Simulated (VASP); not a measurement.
# Zn7S8 (a cell with a defect) in VASP: single point with PBEsol

Aim: the single point of Zn7S8 (a cell with a defect) with PBEsol.

Program: VASP 6.6.1. These are calculated values, not measurements. Logs are shortened: lines on timing, memory, paths and dates and some standing lists are left out, and cuts for length are marked.

### 1 The cell of the first run

The cell holds a defect, 15 atoms: a = 7.575 Å, b = 7.575 Å, c = 7.575 Å, α = 60.00°, β = 60.00°, γ = 60.00°.

### 2 Single point, PBEsol

INCAR reads:

```
PREC = Accurate
ENCUT = 520
EDIFF = 1E-7
ISMEAR = 0
SIGMA = 0.02
LREAL = Auto
LASPH = T
NELM = 60
ALGO = Normal
ISIF = 2
LWAVE = F
LCHARG = T
GGA = PS
LELF = T
LVHAR = T
NELECT = 134.0
NBANDS = 79
```

KPOINTS reads:

```
regular mesh
0
Gamma
  2 2 2
```

POSCAR reads:

```
Zn7S8
1.0
    0.0000000000      5.3560912044     -5.3560912044
    5.3560912044      5.3560912044      0.0000000000
    5.3560912044      0.0000000000     -5.3560912044
Zn S
7 8
Direct
   -0.0393368955     -0.2106638884      0.4606635522
    0.4467477137      0.0226182668      0.5080164613
    0.5399279791      0.4722388778      0.5155945623
    0.0080164804      0.0226181735      0.9467478813
    0.0155946747      0.4722388778      1.0399278667
    0.4944380891     -0.0046064376      0.9944379766
    0.4944381824      0.5157307623      0.9944380700
    0.1173814030      0.0907982111      0.1445450554
    0.1173814030      0.6472756657      0.1445448687
    0.6137340412      0.1362662569      0.1137339669
    0.6374420020      0.6125583704      0.1374417410
    0.0933010625      0.1566982279      0.5933013234
    0.1718441611      0.5781546433      0.6718440487
    0.6445450363      0.0907983045      0.6173811972
    0.6445446629      0.6472757591      0.6173813839
```

Potentials or basis: VASP PAW PBE potentials, release 64 (Zn, S).

The run is started by

```bash
> cat potpaw_PBE.64/Zn/POTCAR potpaw_PBE.64/S/POTCAR > POTCAR
> mpirun -np 1 vasp_std > vasp.out
```

OUTCAR:

```text
PREC = Accurate
   ENCUT = 520
   EDIFF = 1E-7
   ISMEAR = 0
   LREAL = Auto
   LASPH = T
   NELM = 60
   ISIF = 2
   GGA = PS
   NELECT = 134.0

 ion  position               nearest neighbor table
   1  0.961  0.789  0.461-  13 2.26  15 2.60   9 2.60  14 2.60   8 2.60
   2  0.447  0.023  0.508-  12 2.20  14 2.37  15 2.37  10 2.45
   3  0.540  0.472  0.516-  13 2.29  11 2.35  15 2.38  14 2.38
   4  0.008  0.023  0.947-  12 2.20   8 2.37   9 2.37  10 2.45
   5  0.016  0.472  0.040-  13 2.29  11 2.35   9 2.38   8 2.38
   6  0.494  0.995  0.994-   8 2.34  14 2.34  10 2.35  11 2.38
   7  0.494  0.516  0.994-  15 2.34   9 2.34  10 2.35  11 2.38
   8  0.117  0.091  0.145-   6 2.34   4 2.37   5 2.38   1 2.60
   9  0.117  0.647  0.145-   7 2.34   4 2.37   5 2.38   1 2.60
  10  0.614  0.136  0.114-   7 2.35   6 2.35   4 2.45   2 2.45
  11  0.637  0.613  0.137-   5 2.35   3 2.35   7 2.38   6 2.38
  12  0.093  0.157  0.593-   4 2.20   2 2.20
  13  0.172  0.578  0.672-   1 2.26   5 2.29   3 2.29
  14  0.645  0.091  0.617-   6 2.34   2 2.37   3 2.38   1 2.60
  15  0.645  0.647  0.617-   7 2.34   2 2.37   3 2.38   1 2.60

  LATTYP: Found a face centered cubic cell.
 ALAT       =    10.7121824088

  Lattice vectors:

 A1 = (   0.0000000000,   5.3560912044,  -5.3560912044)
 A2 = (   5.3560912044,   5.3560912044,   0.0000000000)
 A3 = (   5.3560912044,   0.0000000000,  -5.3560912044)

Analysis of symmetry for initial positions (statically):
=====================================================================
 Subroutine PRICEL returns:
 Original cell was already a primitive cell.

 Routine SETGRP: Setting up the symmetry group for a
 face centered cubic supercell.

 Subroutine GETGRP returns: Found  4 space group operations
 (whereof  2 operations were pure point group operations)
 out of a pool of 48 trial point group operations.

The static configuration has the point symmetry C_1h.
 The point group associated with its full space group is C_2v.

Analysis of symmetry for dynamics (positions and initial velocities):
=====================================================================
 Subroutine PRICEL returns:
 Original cell was already a primitive cell.

 Routine SETGRP: Setting up the symmetry group for a
 face centered cubic supercell.

 Subroutine GETGRP returns: Found  4 space group operations
 (whereof  2 operations were pure point group operations)
 out of a pool of 48 trial point group operations.

The dynamic configuration has the point symmetry C_1h.
 The point group associated with its full space group is C_2v.

 Subroutine INISYM returns: Found  4 space group operations
 (whereof  2 operations are pure point group operations),
 and found     1 'primitive' translations

----------------------------------------------------------------------------------------

                                     Primitive cell

  volume of cell :     307.3080

  direct lattice vectors                    reciprocal lattice vectors
     0.000000000  5.356091204 -5.356091204    -0.093351659  0.093351659 -0.093351659
     5.356091204  5.356091204  0.000000000     0.093351659  0.093351659  0.093351659
     5.356091204  0.000000000 -5.356091204     0.093351659 -0.093351659 -0.093351659

  length of vectors
     7.574656823  7.574656823  7.574656823     0.161689816  0.161689816  0.161689816

  position of ions in fractional coordinates (direct lattice)
     0.960663105  0.789336112  0.460663552
     0.446747714  0.022618267  0.508016461
     0.539927979  0.472238878  0.515594562
     0.008016480  0.022618173  0.946747881
     0.015594675  0.472238878  0.039927867
     0.494438089  0.995393562  0.994437977
     0.494438182  0.515730762  0.994438070
     0.117381403  0.090798211  0.144545055
     0.117381403  0.647275666  0.144544869
     0.613734041  0.136266257  0.113733967
     0.637442002  0.612558370  0.137441741
     0.093301062  0.156698228  0.593301323
     0.171844161  0.578154643  0.671844049
     0.644545036  0.090798304  0.617381197
     0.644544663  0.647275759  0.617381384

  ion indices of the primitive-cell ions
   primitive index   ion index
                 1           1
                 2           2
                 3           3
                 4           4
                 5           5
                 6           6
                 7           7
                 8           8
                 9           9
                10          10
                11          11
                12          12
                13          13
                14          14
                15          15

----------------------------------------------------------------------------------------

 KPOINTS: regular mesh

Automatic generation of k-mesh.
 Grid dimensions read from file:
 generate k-points for:    2    2    2

 Generating k-lattice:

  Cartesian coordinates                     Fractional coordinates (reciprocal lattice)
    -0.046675830  0.046675830 -0.046675830     0.500000000  0.000000000  0.000000000
     0.046675830  0.046675830  0.046675830     0.000000000  0.500000000  0.000000000
     0.046675830 -0.046675830 -0.046675830     0.000000000  0.000000000  0.500000000

  Length of vectors
     0.080844908  0.080844908  0.080844908

  Shift w.r.t. Gamma in fractional coordinates (k-lattice)
     0.000000000  0.000000000  0.000000000

 Subroutine IBZKPT returns following result:
 ===========================================

 Found      5 irreducible k-points:

 Following reciprocal coordinates:
            Coordinates               Weight
  0.000000  0.000000  0.000000      1.000000
  0.500000  0.000000  0.000000      2.000000
  0.000000  0.500000  0.000000      2.000000
  0.500000  0.500000  0.000000      2.000000
  0.500000  0.000000  0.500000      1.000000
   k-points           NKPTS =      5   k-points in BZ     NKDIM =      5   number of bands    NBANDS=     79
   number of dos      NEDOS =    301   number of ions     NIONS =     15
   total plane-waves  NPLWV = 175616
   dimension x,y,z NGX =    56 NGY =   56 NGZ =   56
   dimension x,y,z NGXF=   112 NGYF=  112 NGZF=  112
   ions per type =               7   8
   NGX,Y,Z   is equivalent  to a cutoff of  12.29, 12.29, 12.29 a.u.
   NGXF,Y,Z  is equivalent  to a cutoff of  24.58, 24.58, 24.58 a.u.
 SYSTEM =  unknown system
   PREC   = accura    normal or accurate (medium, high low for compatibility)
   ISTART =      0    job   : 0-new  1-cont  2-samecut
   ICHARG =      2    charge: 1-file 2-atom 10-const
   ISPIN  =      1    spin polarized calculation?
   LNONCOLLINEAR =      F non collinear calculations
   LSORBIT =      F    spin-orbit coupling
   LASPH  =      T    aspherical Exc in radial PAW
   ENCUT  =  520.0 eV  38.22 Ry    6.18 a.u.  14.08 14.08 14.08*2*pi/ulx,y,z
   NELM   =     60;   NELMIN=  2; NELMDL= -5     # of ELM steps
   EDIFF  = 0.1E-06   stopping-criterion for ELM
   LREAL  =      T    real-space projection
   EDIFFG = 0.1E-05   stopping-criterion for IOM
   NSW    =      0    number of steps for IOM
   IBRION =     -1    ionic relax: 0-MD 1-quasi-New 2-CG
   NFREE  =      0    steps in history (QN), initial steepest desc. (CG)
   ISIF   =      2    stress and relaxation
   ISYM   =      2    0-nonsym 1-usesym 2-fastsym
   POTIM  = 0.5000    time-step for ionic-motion
   TEBEG  =    0.0;   TEEND  =   0.0 temperature during run
   PSTRESS=    0.0 pullay stress
   NELECT =     134.0000    total number of electrons
   NUPDOWN=      -1.0000    fix difference up-down
   EMIN   =  10.00;   EMAX   =-10.00  energy-range for DOS
   EFERMI =   0.00;   METHOD = LEGACY
   ISMEAR =     0;   SIGMA  =   0.02  broadening in eV -4-tet -1-fermi 0-gaus
   EFERMI_NEDOS =   21; number of points for ismear=-14 and -15
   IALGO  =     38    algorithm
   IMIX   =      4    mixing-type and parameters
     AMIX     =   0.40;   BMIX     =  1.00
     AMIX_MAG =   1.60;   BMIX_MAG =  1.00
  volume/ion in A,a.u.               =      20.49       138.25
  Fermi-wavevector in a.u.,A,eV,Ry     =   1.241419  2.345942 20.968234  1.541122
  Thomas-Fermi vector in A             =   2.375818
   LORBIT       =      0    0 simple, 1 ext, 2 COOP (PROOUT), +10 PAW based schemes
   GGA     = PS    functional components
   LHFCALC =     F    Hartree Fock is set to
   AEXX    =    0.0000 exact exchange contribution
   IVDW    =     0    specifies the selected vdW correction
   LEPSILON=     F    determine dielectric tensor
   LRPA    =     F    only Hartree local field effects (RPA)
 non-spin polarized calculation
 Gauss-broadening in eV      SIGMA  =   0.02
  energy-cutoff  :      520.00
  volume of cell :      307.31
 maximum number of plane-waves:      8363
   NGX = 29   NGY = 29   NGZ = 29

 number of electron     133.9999971 magnetization

 Free energy of the ion-electron system (eV)
  ---------------------------------------------------
  ext. energy  EPLUGINS =         0.00000000
  ---------------------------------------------------
  free energy    TOTEN  =       -49.55099602 eV

  energy without entropy =      -49.55099602  energy(sigma->0) =      -49.55099602

 E-fermi :   2.9825     XC(G=0):  -9.8264

 val. band max:        2.8663774357   @ k =   0.0000   0.0000   0.0000
 cond. band min:       3.1820040478   @ k =   0.0000   0.0000   0.0000
 fundamental gap:      0.3156266121
 Fermi energy:         2.9824902944

 k-point     1 :       0.0000    0.0000    0.0000
  band No.  band energies     occupation
      1     -11.2867      2.00000
      2     -10.4442      2.00000
      3     -10.2755      2.00000
      4     -10.1957      2.00000
      5     -10.0931      2.00000
      6      -9.7796      2.00000
[... 71 lines left out ...]
     78       7.1649      0.00000
     79       7.8368      0.00000

 k-point     2 :       0.5000    0.0000    0.0000
  band No.  band energies     occupation
      1     -11.0149      2.00000
      2     -10.6235      2.00000
      3     -10.4141      2.00000
      4     -10.1827      2.00000
      5      -9.9521      2.00000
      6      -9.9439      2.00000
[... 71 lines left out ...]
     78       7.6433      0.00000
     79       7.9505      0.00000

 k-point     3 :       0.0000    0.5000    0.0000
  band No.  band energies     occupation
      1     -10.9508      2.00000
      2     -10.7285      2.00000
      3     -10.3159      2.00000
      4     -10.1822      2.00000
      5     -10.1179      2.00000
      6      -9.9113      2.00000
[... 71 lines left out ...]
     78       7.6372      0.00000
     79       8.0791      0.00000

 k-point     4 :       0.5000    0.5000    0.0000
  band No.  band energies     occupation
      1     -10.8528      2.00000
      2     -10.6705      2.00000
      3     -10.3100      2.00000
      4     -10.3021      2.00000
      5     -10.1349      2.00000
      6     -10.0470      2.00000
[... 71 lines left out ...]
     78       7.5652      0.00000
     79       7.6470      0.00000

 k-point     5 :       0.5000    0.0000    0.5000
  band No.  band energies     occupation
      1     -10.8428      2.00000
      2     -10.7199      2.00000
      3     -10.3596      2.00000
      4     -10.3067      2.00000
      5     -10.1172      2.00000
      6      -9.8473      2.00000
[... 71 lines left out ...]
     78       7.8070      0.00000
     79       8.1239      0.00000

------------------------ aborting loop because EDIFF is reached ----------------------------------------

  FORCE on cell =-STRESS in cart. coord.  units (eV):
  Direction    XX          YY          ZZ          XY          YZ          ZX
  --------------------------------------------------------------------------------------
  -------------------------------------------------------------------------------------
  Total        9.9332676      9.9332676     12.6718458     -0.8755151      0.0000000     -0.0000000
  in kB       51.7879634     51.7879634     66.0657815     -4.5645751      0.0000000     -0.0000000
  external PRESSURE =      56.5472361 kB  Pullay stress =       0.0000000 kB

 VOLUME and BASIS-vectors are now :
 -----------------------------------------------------------------------------
  energy-cutoff  :      520.00
  volume of cell :      307.31
      direct lattice vectors                 reciprocal lattice vectors
     0.000000000  5.356091204 -5.356091204    -0.093351659  0.093351659 -0.093351659
     5.356091204  5.356091204  0.000000000     0.093351659  0.093351659  0.093351659
     5.356091204  0.000000000 -5.356091204     0.093351659 -0.093351659 -0.093351659

 POSITION                                       TOTAL-FORCE (eV/Angst)
 -----------------------------------------------------------------------------------
      6.69511      9.37316     -7.61276        -0.000000     -0.000000     -0.022042
      2.84213      2.51397     -5.11380         0.007915     -0.007915      0.016637
      5.29093      5.42126     -5.65348         0.006340     -0.006340     -0.001694
      5.19201      0.16408     -5.11380        -0.007915      0.007915      0.016637
      2.74321      2.61288     -0.29738        -0.006340      0.006340     -0.001694
     10.65772      7.97967     -7.97456        -0.010655     -0.010655      0.001511
      8.08860      5.41056     -7.97456         0.010655      0.010655      0.001511
      1.26052      1.11503     -1.40290         0.019179      0.006487     -0.008624
      4.24106      4.09557     -1.40290        -0.006487     -0.019179     -0.008624
      1.33902      4.01707     -3.89638        -0.000000     -0.000000     -0.014291
      4.01707      6.69512     -4.15035         0.000000      0.000000      0.014852
      4.01707      1.33902     -3.67751         0.000000      0.000000      0.013754
      6.69511      4.01706     -4.51887         0.000000      0.000000      0.009312
      3.79307      3.93857     -6.75899         0.006487      0.019179     -0.008624
      6.77362      6.91911     -6.75899        -0.019179     -0.006487     -0.008624
 -----------------------------------------------------------------------------------
    total drift:                                0.011102      0.006487      0.008093

  FREE ENERGIE OF THE ION-ELECTRON SYSTEM (eV)
  ---------------------------------------------------
  free  energy   TOTEN  =       -49.5509960181 eV

  energy  without entropy=      -49.5509960181  energy(sigma->0) =      -49.55099602
```

Wall time 2 min (1 thread of AMD EPYC 9R45 (Zen 5), shared host); peak memory 0.4 GiB.

What came out:

| Quantity | Value |
| --- | --- |
| Free energy | -49.5510 eV |
| Largest force | 0.022 eV/Å |

Forces on the atoms (eV/Å):
```
Zn   0.000  0.000 -0.022
Zn   0.008 -0.008  0.017
Zn   0.006 -0.006 -0.002
Zn  -0.008  0.008  0.017
Zn  -0.006  0.006 -0.002
Zn  -0.011 -0.011  0.002
Zn   0.011  0.011  0.002
S    0.019  0.006 -0.009
S   -0.006 -0.019 -0.009
S    0.000  0.000 -0.014
S    0.000  0.000  0.015
S    0.000  0.000  0.014
S    0.000  0.000  0.009
S    0.006  0.019 -0.009
S   -0.019 -0.006 -0.009
```

Levels at points of the mesh, in eV from the Fermi level:
```tsv
k point	band 64	band 65	band 66	band 67	band 68	band 69	band 70	band 71
(0.00, 0.00, 0.00)	-1.11	-1.05	-1.00	-0.12	0.20	1.45	1.72	1.77
(0.50, 0.00, 0.00)	-1.67	-1.35	-1.30	-0.34	1.46	2.03	2.57	2.61
(0.00, 0.50, 0.00)	-1.42	-1.29	-1.20	-0.59	1.56	2.29	2.43	2.90
(0.50, 0.50, 0.00)	-1.79	-1.38	-1.34	-0.70	2.25	3.13	3.21	3.38
(0.50, 0.00, 0.50)	-1.98	-1.59	-1.59	-0.58	1.98	2.80	2.99	3.19
```

Caveat: the k points lie up to 0.51 Å⁻¹ apart; the cell carries a net charge on a neutralising background, which shifts energy and pressure; the cell is charged against a uniform background, so pressure and absolute levels hang on convention; the PAW data sets were made with another functional, which shifts forces and pressure a little.
